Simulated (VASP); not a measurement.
# Si (a cell with a defect) in VASP: single point with PBEsol

Aim: the single point of Si (a cell with a defect) with PBEsol.

All numbers are computed with VASP 6.6.1; they aren't measurements. Logs are shortened: lines on timing, memory, paths and dates and some standing lists are left out, and cuts for length are marked.

## 1. The cell of the first run

The cell holds a defect, 62 atoms: a = 10.866 Å, b = 10.866 Å, c = 10.866 Å, α = 90.00°, β = 90.00°, γ = 90.00°.

## 2. Single point, PBEsol, collinear spin

Input file INCAR:

```
PREC     = Accurate       # precision mode
ENCUT    = 400            # plane-wave cutoff, eV
EDIFF    = 1E-6           # SCF threshold, eV
ISMEAR   = -1             # smearing method
SIGMA    = 0.05           # smearing width, eV
LREAL    = Auto         
LASPH    = T              # aspherical terms in the spheres
NELM     = 200            # most SCF steps
ALGO     = Normal         # electronic algorithm
ISIF     = 2              # what is computed and relaxed
LWAVE    = F              # write WAVECAR
LCHARG   = F              # write CHGCAR
ISPIN    = 2              # spin polarisation
MAGMOM   = 0 0 0 0 0 0 0 0 0 0 0 0 0 0 0 0 0 0 0 0 0 0.333 0 0.333 0 0 0 0 0 0 0 0 0 0 0 0 0 0.333 0 0 0.333 0 0 0 0 0 0 0 0 0 0 0 0 0.333 0 0 0 0 0.333 0 0 0 # initial moments
LORBIT   = 11             # projections on sites
NUPDOWN  = 2.0            # fixed moment
GGA      = PS             # functional
NELECT   = 250.0        
ISYM     = -1           
NBANDS   = 165            # bands
GGA_COMPAT= F
```

Input file KPOINTS:

```
explicit points
1
Reciprocal
  0.25000000   0.25000000   0.25000000 1
```

Input file POSCAR:

```
Si
1.0
   10.8655790000      0.0000000000      0.0000000000
    0.0000000000     10.8655790000      0.0000000000
    0.0000000000      0.0000000000     10.8655790000
Si
62
Direct
    0.9999440000      0.9997130000      0.9999230000
    0.9983820000      0.9997170000      0.5011170000
    0.9989380000      0.5010490000      0.9986860000
    0.9989880000      0.4998340000      0.4999670000
    0.5012700000      0.9997380000      0.9983780000
    0.5002320000      0.9989600000      0.5002210000
    0.4999620000      0.4998270000      0.9990540000
    0.1251530000      0.1252240000      0.1251380000
    0.1267240000      0.1261320000      0.6239350000
    0.1256890000      0.6238830000      0.1255620000
    0.1263510000      0.6244300000      0.6249600000
    0.6239410000      0.1261660000      0.1268530000
    0.6252610000      0.1259040000      0.6251650000
    0.6253460000      0.6246650000      0.1257240000
    0.2505060000      0.2507770000      0.9994430000
    0.2549020000      0.2542070000      0.5034960000
    0.2519080000      0.7486470000      0.9984350000
    0.2540920000      0.7466880000      0.4989970000
    0.7489730000      0.2514350000      0.9991970000
    0.7437910000      0.2563590000      0.4982190000
    0.7495420000      0.7496130000      0.9986390000
    0.7375540000      0.7362790000      0.5147070000
    0.3759080000      0.3748700000      0.1262530000
    0.3909960000      0.3890550000      0.6079810000
    0.3760480000      0.8741190000      0.1251570000
    0.3807490000      0.8692380000      0.6269640000
    0.8730000000      0.3763350000      0.1266300000
    0.8701470000      0.3792300000      0.6264600000
    0.8744140000      0.8741950000      0.1254650000
    0.8713170000      0.8709250000      0.6218660000
    0.2506530000      0.9998360000      0.2504810000
    0.2521170000      0.9983740000      0.7489080000
    0.2527220000      0.5015700000      0.2526100000
    0.2567730000      0.4978190000      0.7439320000
    0.7490290000      0.9985220000      0.2521460000
    0.7498620000      0.9983460000      0.7495210000
    0.7441940000      0.4980640000      0.2562230000
    0.7387250000      0.5131430000      0.7390000000
    0.3754970000      0.1261790000      0.3756060000
    0.3760920000      0.1267860000      0.8727750000
    0.3836480000      0.6153990000      0.3823970000
    0.3797080000      0.6259690000      0.8695040000
    0.8725590000      0.1272040000      0.3761920000
    0.8745180000      0.1251190000      0.8744960000
    0.8695210000      0.6260360000      0.3796260000
    0.8715520000      0.6226730000      0.8712530000
    0.9996680000      0.2508600000      0.2506510000
    0.9990980000      0.2514490000      0.7488870000
    0.9985940000      0.7486320000      0.2518320000
    0.9990620000      0.7493500000      0.7491670000
    0.5032060000      0.2542150000      0.2548730000
    0.4982740000      0.2556010000      0.7444680000
    0.4994390000      0.7471690000      0.2532930000
    0.5148980000      0.7363480000      0.7377100000
    0.1264330000      0.3750040000      0.3760790000
    0.1267660000      0.3763620000      0.8726190000
    0.1254770000      0.8739740000      0.3759240000
    0.1254350000      0.8741560000      0.8743080000
    0.6074110000      0.3900340000      0.3901770000
    0.6263960000      0.3789860000      0.8703440000
    0.6270170000      0.8693910000      0.3805990000
    0.6221310000      0.8712150000      0.8711000000
```

Potentials or basis: VASP PAW PBE potentials, release 64 (Si).

Run with:

```
$ cat potpaw_PBE.64/Si/POTCAR > POTCAR
$ mpirun -np 1 vasp_std > vasp.out
```

OUTCAR:

```text
PREC = Accurate
   ENCUT = 400
   EDIFF = 1E-6
   ISMEAR = -1
   LREAL = Auto
   LASPH = T
   NELM = 200
   ISIF = 2
   ISPIN = 2
   LORBIT = 11
   NUPDOWN = 2.0
   GGA = PS
   NELECT = 250.0
   ISYM = -1

 ion  position               nearest neighbor table
   1  1.000  1.000  1.000-   8 2.36  44 2.36  29 2.36  58 2.36
   2  0.998  1.000  0.501-  30 2.36   9 2.37  57 2.37  43 2.37
   3  0.999  0.501  0.999-  10 2.36  46 2.36  56 2.38  27 2.38
   4  0.999  0.500  0.500-  28 2.36  45 2.36  55 2.36  11 2.36
   5  0.501  1.000  0.998-  62 2.36  25 2.37  12 2.37  40 2.37
   6  0.500  0.999  0.500-  26 2.36  61 2.36  39 2.36  13 2.36
[... 42 lines left out ...]
  49  0.999  0.749  0.252-  29 2.36  57 2.36  10 2.37  45 2.38
  50  0.999  0.749  0.749-  58 2.36  46 2.36  11 2.36  30 2.36
  51  0.503  0.254  0.255-  39 2.36  23 2.36  12 2.36  59 2.37
  52  0.498  0.256  0.744-  13 2.36  60 2.37  24 2.38  40 2.38
  53  0.499  0.747  0.253-  14 2.36  61 2.37  41 2.37  25 2.37
  54  0.515  0.736  0.738-  62 2.37  42 2.38  26 2.38
  55  0.126  0.375  0.376-   4 2.36  33 2.36  47 2.36  16 2.36
  56  0.127  0.376  0.873-  15 2.36  48 2.36   3 2.38  34 2.39
  57  0.125  0.874  0.376-  49 2.36  31 2.36   2 2.37  18 2.38
  58  0.125  0.874  0.874-  17 2.36  32 2.36  50 2.36   1 2.36
  59  0.607  0.390  0.390-  51 2.37  20 2.38  37 2.39
  60  0.626  0.379  0.870-   7 2.36  52 2.37  38 2.38  19 2.38
  61  0.627  0.869  0.381-   6 2.36  53 2.37  22 2.38  35 2.38
  62  0.622  0.871  0.871-  36 2.36  21 2.36   5 2.36  54 2.37

IMPORTANT INFORMATION: All symmetrisations will be switched off!
NOSYMM: (Re-)initialisation of all symmetry stuff for point group C_1.

----------------------------------------------------------------------------------------

                                     Primitive cell

  volume of cell :    1282.7990

  direct lattice vectors                    reciprocal lattice vectors
    10.865579000  0.000000000  0.000000000     0.092033752  0.000000000  0.000000000
     0.000000000 10.865579000  0.000000000     0.000000000  0.092033752  0.000000000
     0.000000000  0.000000000 10.865579000     0.000000000  0.000000000  0.092033752

  length of vectors
    10.865579000 10.865579000 10.865579000     0.092033752  0.092033752  0.092033752

  position of ions in fractional coordinates (direct lattice)
     0.999944000  0.999713000  0.999923000
     0.998382000  0.999717000  0.501117000
     0.998938000  0.501049000  0.998686000
     0.998988000  0.499834000  0.499967000
     0.501270000  0.999738000  0.998378000
     0.500232000  0.998960000  0.500221000
[... 54 lines left out ...]
     0.627017000  0.869391000  0.380599000
     0.622131000  0.871215000  0.871100000

  ion indices of the primitive-cell ions
[... 136 lines left out ...]
  ---------------------------------------------------
  free energy    TOTEN  =      -339.09244522 eV

  energy without entropy =     -338.92008333  energy(sigma->0) =     -339.00626428

 E-fermi :   6.0276     XC(G=0):  -9.4659

 val. band max:        6.0108190407   @ k =   0.2500   0.2500   0.2500
 cond. band min:       6.0113604264   @ k =   0.2500   0.2500   0.2500
 fundamental gap:      0.0005413856
 Fermi energy:         5.9934095411

 spin component 1

 k-point     1 :       0.2500    0.2500    0.2500
  band No.  band energies     occupation
      1      -6.2331      1.00000
      2      -5.7208      1.00000
      3      -5.7160      1.00000
      4      -5.6315      1.00000
      5      -5.2108      1.00000
      6      -5.2064      1.00000
[... 129 lines left out ...]
    136       7.2489      0.00000
    137       7.2566      0.00000
 Fermi energy:         6.0275953158

 spin component 2

 k-point     1 :       0.2500    0.2500    0.2500
  band No.  band energies     occupation
      1      -6.2136      1.00000
      2      -5.6962      1.00000
      3      -5.6949      1.00000
      4      -5.6170      1.00000
      5      -5.1865      1.00000
      6      -5.1857      1.00000
[... 129 lines left out ...]
    136       7.2735      0.00000
    137       7.2803      0.00000
 [bands above 137 left out]

------------------------ aborting loop because EDIFF is reached ----------------------------------------

  FORCE on cell =-STRESS in cart. coord.  units (eV):
  Direction    XX          YY          ZZ          XY          YZ          ZX
  --------------------------------------------------------------------------------------
  -------------------------------------------------------------------------------------
  Total        5.6386140      5.7326880      6.1153050     -5.3589192     -5.8121503     -5.0910811
  in kB        7.0424589      7.1599545      7.6378317     -6.6931286     -7.2592006     -6.3586069
  external PRESSURE =       7.2800817 kB  Pullay stress =       0.0000000 kB

 VOLUME and BASIS-vectors are now :
 -----------------------------------------------------------------------------
  energy-cutoff  :      400.00
  volume of cell :     1282.80
      direct lattice vectors                 reciprocal lattice vectors
    10.865579000  0.000000000  0.000000000     0.092033752  0.000000000  0.000000000
     0.000000000 10.865579000  0.000000000     0.000000000  0.092033752  0.000000000
     0.000000000  0.000000000 10.865579000     0.000000000  0.000000000  0.092033752

 POSITION                                       TOTAL-FORCE (eV/Angst)
 -----------------------------------------------------------------------------------
     10.86497     10.86246     10.86474         0.011535      0.002629      0.008868
     10.84800     10.86250      5.44493         0.000640      0.007573      0.008289
     10.85404      5.44419     10.85130        -0.012355      0.018114     -0.010364
     10.85458      5.43099      5.43243         0.017812      0.006209      0.001217
      5.44659     10.86273     10.84796         0.008071      0.007291      0.000681
      5.43531     10.85428      5.43519         0.000136      0.007525     -0.001915
[... 54 lines left out ...]
      6.81290      9.44644      4.13543        -0.006678     -0.003608     -0.014240
      6.75981      9.46626      9.46501        -0.006527     -0.004823     -0.003897
 -----------------------------------------------------------------------------------
    total drift:                                0.000260     -0.001901     -0.002912

  FREE ENERGIE OF THE ION-ELECTRON SYSTEM (eV)
  ---------------------------------------------------
  free  energy   TOTEN  =      -339.0924452236 eV

  energy  without entropy=     -338.9200833311  energy(sigma->0) =     -339.00626428

 total charge

# of ion       s       p       d       tot
------------------------------------------
    1        0.755   0.936   0.000   1.691
    2        0.756   0.928   0.000   1.683
    3        0.756   0.927   0.000   1.683
    4        0.754   0.938   0.000   1.692
    5        0.756   0.929   0.000   1.684
    6        0.754   0.937   0.000   1.691
[... 54 lines left out ...]
   61        0.758   0.918   0.000   1.676
   62        0.752   0.933   0.000   1.685
--------------------------------------------------
tot         47.143  57.010   0.000 104.153

 magnetization (x)

# of ion       s       p       d       tot
------------------------------------------
    1        0.000   0.002   0.000   0.002
    2        0.002   0.013   0.000   0.015
    3        0.002   0.012   0.000   0.014
    4       -0.000  -0.000   0.000  -0.000
    5        0.002   0.013   0.000   0.015
    6       -0.000  -0.000   0.000  -0.000
[... 54 lines left out ...]
   61        0.002   0.011   0.000   0.013
   62        0.000   0.001   0.000   0.001
--------------------------------------------------
tot          0.182   0.631   0.000   0.813
```

It took 13 min on 1 thread of Intel Xeon Platinum 8259CL at 2.50GHz (Skylake/Cascade Lake), shared host; peak memory 1.1 GiB.

Results:

```yaml
Free_energy: -339.0924 eV
Largest_force: 0.114 eV/Å
Net_moment: 2.00 μB per cell
Site_moments: Si +0.00, +0.01, -0.00, +0.02, +0.08, +0.05, +0.10, +0.11 (each value once) μB
Valence_electrons_inside_the_program's_atomic_spheres: Si 1.69, 1.68, 1.63, 1.67, 1.64 (each value once)
```

Forces on the atoms (eV/Å):
```
Si   0.012  0.003  0.009
Si   0.001  0.008  0.008
Si  -0.012  0.018 -0.010
Si   0.018  0.006  0.001
Si   0.008  0.007  0.001
Si   0.000  0.008 -0.002
Si   0.003 -0.002  0.014
Si  -0.014  0.001 -0.012
Si   0.000 -0.006 -0.018
Si   0.010 -0.020  0.011
Si  -0.016  0.001  0.000
Si  -0.011 -0.002 -0.004
Si   0.001 -0.010  0.003
Si  -0.001  0.003 -0.009
Si   0.010 -0.004  0.012
Si   0.006  0.003 -0.001
Si  -0.002 -0.001  0.006
Si   0.032 -0.006 -0.018
Si   0.023 -0.010  0.008
Si   0.006  0.005  0.015
Si   0.001  0.002  0.006
Si  -0.018 -0.024  0.005
Si  -0.007  0.002 -0.001
Si  -0.007  0.005  0.033
Si  -0.002  0.006 -0.007
Si  -0.016 -0.004 -0.010
Si  -0.003 -0.007 -0.010
Si  -0.033  0.010 -0.016
Si  -0.005  0.003 -0.010
Si  -0.006 -0.001 -0.010
Si   0.006  0.002  0.008
Si   0.005  0.003  0.006
Si  -0.015  0.028 -0.016
Si  -0.003  0.004 -0.006
Si   0.006  0.004  0.006
Si  -0.004  0.006 -0.008
Si  -0.007  0.011 -0.001
Si  -0.048 -0.004 -0.045
Si   0.005 -0.006  0.008
Si  -0.009  0.000 -0.002
Si   0.074 -0.033  0.080
Si   0.004  0.009  0.000
Si  -0.002 -0.001 -0.010
Si  -0.010 -0.002 -0.008
Si   0.002  0.008  0.002
Si   0.003 -0.005  0.008
Si   0.009 -0.003  0.007
Si   0.003 -0.006  0.022
Si   0.005 -0.002 -0.003
Si   0.010  0.006 -0.003
Si  -0.004  0.005  0.004
Si   0.016  0.005  0.001
Si  -0.015 -0.006  0.029
Si   0.004 -0.024 -0.015
Si   0.002 -0.002 -0.005
Si  -0.007 -0.003 -0.001
Si  -0.005  0.008  0.001
Si  -0.010 -0.001 -0.004
Si   0.037  0.001 -0.002
Si  -0.014  0.015 -0.029
Si  -0.007 -0.004 -0.014
Si  -0.007 -0.005 -0.004
```

Caveat: the cell carries a net charge on a neutralising background, which shifts energy and pressure; the cell is charged against a uniform background, so pressure and absolute levels hang on convention; the PAW data sets were made with another functional, which shifts forces and pressure a little; the total moment is fixed, so each spin has its own Fermi level and the state may be an excited one.
